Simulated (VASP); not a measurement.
Here is a VASP 6.6.1 calculation.

File INCAR:

```
PREC = Accurate
ENCUT = 520
EDIFF = 1E-6
ISMEAR = -1
SIGMA = 0.05
LREAL = False
LASPH = True
NELM = 60
ALGO = Normal
ISIF = 2
LWAVE = False
LCHARG = True
GGA = RP
LELF = True
LVHAR = True
NBANDS = 16
```

KPOINTS

```
regular mesh
0
Gamma
  12 12 7
```

Contents of POSCAR:

```
C
1.0
    2.6209528306      0.0000000000      0.0000000000
   -1.3104764153      2.2698117334      0.0000000000
    0.0000000000      0.0000000000      4.3606524499
C
4
Direct
    0.3333333333      0.6666666667      0.0626895848
    0.6666666667      0.3333333333      0.5626895848
    0.3333333333      0.6666666667      0.4373104152
    0.6666666667      0.3333333333      0.9373104152
```

Potentials or basis: VASP PAW PBE potentials, release 64 (C).

Command:

```console
$ cat potpaw_PBE.64/C/POTCAR > POTCAR
$ mpirun -np 1 vasp_std > vasp.out
```

Q: What does it give for the largest force?

A: 0.111 eV/Å.

Q: Estimate the pressure.

A: -38.2 GPa.

Q: Predict the band gap on the k mesh.

A: 3.79 eV, indirect (least direct gap 4.74 eV).

Stress tensor (GPa, compression positive):
```
-37.99   0.00   0.00
  0.00 -37.99   0.00
  0.00   0.00 -38.55
```

Caveat: the PAW data sets were made with another functional, which shifts forces and pressure a little. A k mesh can miss the band edges.
